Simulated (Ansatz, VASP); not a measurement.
## One calculation of HfO2, two programs

File INCAR:

```
PREC     = Accurate       # precision mode
ENCUT    = 520            # plane-wave cutoff, eV
EDIFF    = 1E-6           # SCF threshold, eV
ISMEAR   = -1             # smearing method
SIGMA    = 0.01           # smearing width, eV
LREAL    = F              # projectors in reciprocal space
LASPH    = T              # aspherical terms in the spheres
NELM     = 80             # most SCF steps
ALGO     = Normal         # electronic algorithm
ISIF     = 2              # what is computed and relaxed
LWAVE    = F              # write WAVECAR
LCHARG   = F              # write CHGCAR
GGA      = PE             # functional
NBANDS   = 18             # bands
```

The input KPOINTS:

```
Automatic mesh
0
Gamma
  9 9 9
```

File POSCAR:

```
HfO2
1.0
    0.0000000000      2.6342250000      2.5575000000
    2.6342250000      0.0000000000      2.5575000000
    2.6342250000      2.6342250000      0.0000000000
Hf O
1 2
Direct
    0.0000000000      0.0000000000      0.0000000000
    0.2500000000      0.2500000000      0.2500000000
    0.7500000000      0.7500000000      0.7500000000
```

Input for Ansatz:

```yaml
crystal:
  lattice:
    - [0.0, 2.634225, 2.5575]
    - [2.634225, 0.0, 2.5575]
    - [2.634225, 2.634225, 0.0]
  atoms:
    - { symbol: Hf, position: [0.0, 0.0, 0.0] }
    - { symbol: O, position: [0.25, 0.25, 0.25] }
    - { symbol: O, position: [0.75, 0.75, 0.75] }
kpoints:
  mp_grid: { grid: [9, 9, 9] }
  band_path:
    path:
      - [0.0, 0.0, 0.0]
      - [0.0, 0.5, 0.5]
      - [0.25, 0.75, 0.5]
      - [0.0, 0.5, 0.0]
      - [0.0, 0.0, 0.0]
      - [0.5, 0.5, 0.0]
      - [0.3826125, 0.6173875, 0.0]
      - [-0.3826125, 0.3826125, 0.0]
      - [0.0, 0.0, 0.0]
    npoints: 5
scf:
  occupations: { method: fermi_dirac, width: 0.01 }
hamiltonian:
  xc: pbe
  pseudopotentials: { kind: all_electron, lapw: { basis_error: 0.001 } }
output:
  forces: true
  stress: true
  eigenvalues: true
```

Change from the starting cell: equal xx and yy strain of +3 %.

Alike in both runs: task single point; functional PBE; k mesh 9 × 9 × 9; occupations fermi-dirac, width 0.01 eV; no spin polarisation.

|  | VASP | Ansatz |
| --- | --- | --- |
| version | VASP 6.6.1 | Ansatz 0.2.0 |
| potentials or method | VASP PAW PBE potentials, release 64 (Hf_pv, O), cutoff 520 eV | all-electron LAPW, scalar-relativistic |

```csv
,VASP,Ansatz,Ansatz less VASP
gap on the k mesh at the Fermi level (eV),3.37,3.39,+0.019
pressure (GPa),-17.7,-14.7,+3.00
"traceless stress, the component that is largest in VASP (GPa)",8.21,8.09,-0.120
```

Ansatz ran all-electron here, and VASP with PAW potentials.

Neither program's run includes spin-orbit coupling.
